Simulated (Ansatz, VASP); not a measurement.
One calculation of Cd2S, two programs

```
Cd S
1.0
     3.98891    0.00000    0.00000
    -1.99446    3.45450    0.00000
     0.00000    0.00000    5.84766
Cd S
2 1
Cartesian
  0.0000 2.3030 5.4542
  1.9945 1.1515 3.3842
  0.0000 2.3030 2.1385
```

Alike in both runs: task single point; functional LDA; k mesh 7 × 7 × 4; occupations fermi-dirac, width 0.05 eV; no spin polarisation.

|  | VASP | Ansatz |
| --- | --- | --- |
| version | VASP 6.6.1 | Ansatz 0.2.0 |
| potentials or method | VASP PAW LDA potentials, release 64 (Cd, S) | Ansatz PAW |
| plane-wave cutoff (eV) | 520 | 420 |
| valence electrons in the cell | 30 | 46 |

VASP gave:

| Item | Value |
| --- | --- |
| gap on the k mesh at the Fermi level (eV) | 0.46 |
| least direct gap on the mesh (eV) | 0.77 |
| pressure (GPa) | -5.3 |
| traceless stress, the component that is largest in VASP (GPa) | -1.19 |
| rms of the force components (eV/Å) | 0.087 |

Task: What did Ansatz give for the same quantities?

Result: gap on the k mesh at the Fermi level (eV): 0.45; least direct gap on the mesh (eV): 0.77; pressure (GPa): -5.6; traceless stress, the component that is largest in VASP (GPa): -1.29; rms of the force components (eV/Å): 0.094.

LDA's correlation is that of Perdew and Zunger in VASP and of Perdew and Wang (1992) in Ansatz. Atom by atom the forces differ by 0.010 eV/Å (rms over components). VASP's potentials hold 30 valence electrons a cell and Ansatz's 46, so a difference there can come from the potentials and not from the codes.

Noted on Ansatz's run: odd divisions of the mesh miss points on the zone boundary, where band edges often lie, so the gap on the mesh can be too wide.
